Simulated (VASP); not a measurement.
The system is Ge2Sb2Te5.

```
Te Sb Ge
1.0
     4.29406    0.00000    0.00000
    -2.14703    3.71877    0.00000
     0.00000    0.00000   17.10135
Te Sb Ge
5 2 2
Direct
  0.66667 0.33333 0.41989
  0.33333 0.66667 0.58011
  0.33333 0.66667 0.20154
  0.66667 0.33333 0.79846
  0.00000 0.00000 0.00000
  0.00000 0.00000 0.32007
  0.00000 0.00000 0.67993
  0.66667 0.33333 0.10290
  0.33333 0.66667 0.89711
```

```yaml
Program: VASP 6.6.1
Task: relaxation of cell and atoms
Functional: PBEsol
Dispersion: D4
Potentials_or_basis: VASP PAW PBE potentials, release 64 (Te, Sb, Ge_d)
Cutoff: 600 eV
k_mesh: 7 × 7 × 2
Occupations: fermi-dirac, width 0.05 eV
Spin: no spin polarisation
```

At the start: pressure -3.1 GPa; volume 30.34 Å³/atom.

How do energy, volume and symmetry change on relaxing?

Over 21 steps the energy falls by 25.6 meV/atom and the volume is 28.10 Å³/atom (-7.4 %); space group P-3m1 (No. 164, to 0.1 Å) before and after.

Step by step:
```
step  energy change (eV)  largest force (eV/Å)  pressure (GPa)  volume (Å³)
   1              0.0000                0.1025           -3.14       273.09
   2             -0.1781                0.5301            1.25       250.23
   3             -0.1979                0.3786            0.06       255.10
   4             -0.1979                0.3678           -0.02       255.45
   5             -0.2151                0.2137            0.02       254.35
   6             -0.2216                0.1476            0.07       253.25
   7             -0.2217                0.1498            0.09       253.14
   8             -0.2259                0.0951           -0.18       253.60
   9             -0.2277                0.0629           -0.29       253.98
  10             -0.2270                0.0674           -0.61       254.74
  11             -0.2281                0.0532           -0.22       254.21
  12             -0.2298                0.0424            0.13       252.37
  13             -0.2301                0.0278            0.04       252.78
  14             -0.2301                0.0295            0.00       252.87
  15             -0.2301                0.0278            0.04       252.83
  16             -0.2303                0.0145            0.02       252.80
  17             -0.2303                0.0124            0.02       252.79
  18             -0.2303                0.0121            0.01       252.77
  19             -0.2303                0.0119            0.02       252.79
  20             -0.2303                0.0042           -0.06       252.95
  21             -0.2303                0.0040            0.00       252.88
```

Final structure:
```xyz
9
Lattice="4.1891 0.0000 0.0000 -2.0946 3.6279 0.0000 0.0000 0.0000 16.6394" Properties=species:S:1:pos:R:3 pbc="T T T"
Te    2.0946    1.2093    7.0365
Te    0.0000    2.4186    9.6029
Te    0.0000    2.4186    3.3158
Te    2.0946    1.2093   13.3236
Te    0.0000    0.0000    0.0000
Sb    0.0000    0.0000    5.3049
Sb    0.0000    0.0000   11.3345
Ge    2.0946    1.2093    1.6760
Ge    0.0000    2.4186   14.9634
```

Caveat: the PAW data sets were made with another functional, which shifts forces and pressure a little.
